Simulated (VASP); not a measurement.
Input of a VASP 6.6.1 run:

File INCAR:

```
SYSTEM = Eu
ALGO     = Normal         ! electronic algorithm
EDIFF    = 1E-7           ! SCF threshold, eV
ENCUT    = 520            ! plane-wave cutoff, eV
GGA      = PS             ! functional
ISIF     = 2              ! what is computed and relaxed
ISMEAR   = 0              ! smearing method
ISPIN    = 2              ! spin polarisation
LASPH    = .TRUE.         ! aspherical terms in the spheres
LCHARG   = .FALSE.        ! write CHGCAR
LDAU     = .TRUE.         ! DFT+U
LDAUJ    = 0            
LDAUL    = 3              ! shell
LDAUPRINT= 1            
LDAUTYPE = 2            
LDAUU    = 5              ! U, eV
LMAXMIX  = 6              ! l up to which the mixer works
LORBIT   = 11             ! projections on sites
LREAL    = .FALSE.        ! projectors in reciprocal space
LWAVE    = .FALSE.        ! write WAVECAR
MAGMOM   = 7 -7           ! initial moments
NBANDS   = 28             ! bands
NELM     = 150            ! most SCF steps
PREC     = Accurate       ! precision mode
SIGMA    = 0.05           ! smearing width, eV
```

File KPOINTS:

```
k-points
0
G
  10 10 5
  0 0 0
```

Contents of POSCAR:

```
Eu
1.0
    0.0000000000      4.6100002980      0.0000000000
    4.6100002980      0.0000000000      0.0000000000
    4.6100002980      4.6100002980     -4.6100002980
Eu
2
Direct
    0.0000000000      0.0000000000      0.0000000000
    0.0000000000      0.0000000000      0.5000000000
```

Potentials or basis: VASP PAW PBE potentials, release 64 (Eu).

Run with:

```bash
$ cat potpaw_PBE.64/Eu/POTCAR > POTCAR
$ mpirun -np 1 vasp_std > vasp.out
```

Question: What does it give for the site moments?

Answer: Eu +6.77, -6.77 μB.

Question: Estimate the band gap on the k mesh.

Answer: Zero (filled and empty bands overlap).

Question: Estimate the net moment.

Answer: 0.00 μB per cell.

Eigenvalues of the final occupation matrices:
```
    site  spin  trace                         eigenvalues
site 1 f     1   6.83  0.97 0.97 0.97 0.98 0.98 0.98 0.98
site 1 f     2   0.00  0.00 0.00 0.00 0.00 0.00 0.00 0.00
site 2 f     1   0.00  0.00 0.00 0.00 0.00 0.00 0.00 0.00
site 2 f     2   6.83  0.97 0.97 0.97 0.98 0.98 0.98 0.98
```

Caveat: the antiferromagnetic order is the one typed at the start, and another may lie lower; spin-orbit coupling is left out, which moves the levels of the heavy elements. The state reached can hang on the start; a lower one may exist.
